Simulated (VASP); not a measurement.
**GaP: single point with PBE**

Crystal: GaP.

```
CELL_PARAMETERS angstrom
0.00000 2.60817 2.75123
2.75123 0.00000 2.75123
2.75123 2.60817 0.00000
ATOMIC_POSITIONS crystal
Ga 0.00000 0.00000 0.00000
P 0.75000 0.75000 0.75000
```

This cell differs from its parent crystal: volume 19.742 Å^3 an atom, c/a of the conventional cell 0.9480.

```
Program                : VASP 6.6.1
Task                   : single point
Functional             : PBE
Potentials or basis    : VASP PAW PBE potentials, release 64 (Ga_d, P)
Cutoff                 : 520 eV
k mesh                 : 10 × 10 × 10
Occupations            : gaussian, width 0.05 eV
Spin                   : no spin polarisation
Dipole correction      : no
Further INCAR settings : ALGO = Normal; EDIFF = 1e-06; NBANDS = 16
```

```json
{
  "Pressure": "4.6 GPa",
  "Band gap on the k mesh": "1.06 eV, indirect (least direct gap 1.83 eV)"
}
```

Stress tensor (GPa, compression positive):
```
3.47 0.00 0.00
0.00 7.00 0.00
0.00 0.00 3.47
```

Levels at points of the mesh, in eV from the valence-band top:
```
           k point  band 6  band 7  band 8  band 9  band 10  band 11  band 12  band 13
(0.00, 0.00, 0.00)  -12.86   -0.28   -0.28    0.00     1.83     3.64     3.76     3.76
(0.50, 0.00, 0.00)  -10.71   -6.96   -1.55   -1.12     1.50     4.33     4.82     8.18
(0.50, 0.50, 0.00)   -9.86   -7.17   -2.84   -2.80     1.55     1.79    10.40    10.45
(0.50, 0.00, 0.50)   -9.62   -6.81   -3.20   -3.20     1.18     1.27    10.56    10.56
```

Run time: 45 s on 1 thread of Intel Xeon 6975P-C, on a shared host, peak memory 0.21 GiB.

 A k mesh can miss the band edges.
